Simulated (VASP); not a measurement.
The system is MgO.

```xyz
2
Lattice="0.0000 2.1072 2.1072 2.1072 0.0000 2.1072 2.1072 2.1072 0.0000" Properties=species:S:1:pos:R:3 pbc="T T T"
Mg    0.0000    0.0000    0.0000
O     2.1072    2.1072    2.1072
```

Base run:

```yaml
Program: VASP 6.6.1
Functional: PBE
Potentials_or_basis: VASP PAW PBE potentials, release 64 (Mg, O)
Cutoff: 520 eV
k_mesh: 10 × 10 × 10
Occupations: fermi-dirac, width 0.05 eV
Spin: no spin polarisation
```

Its results: band gap on the k mesh 4.71 eV, direct; pressure 3.7 GPa.

Task: The run is repeated on the same cell with these changes: functional from PBE to r2SCAN. What comes out?

Result: Band gap on the k mesh 5.59 eV, direct; pressure -2.3 GPa.

r2SCAN gives the wider gap, since meta-GGAs in the generalised Kohn-Sham scheme recover part of the derivative discontinuity.

Caveats: the PAW data sets were made with another functional, which shifts forces and pressure a little (some runs).

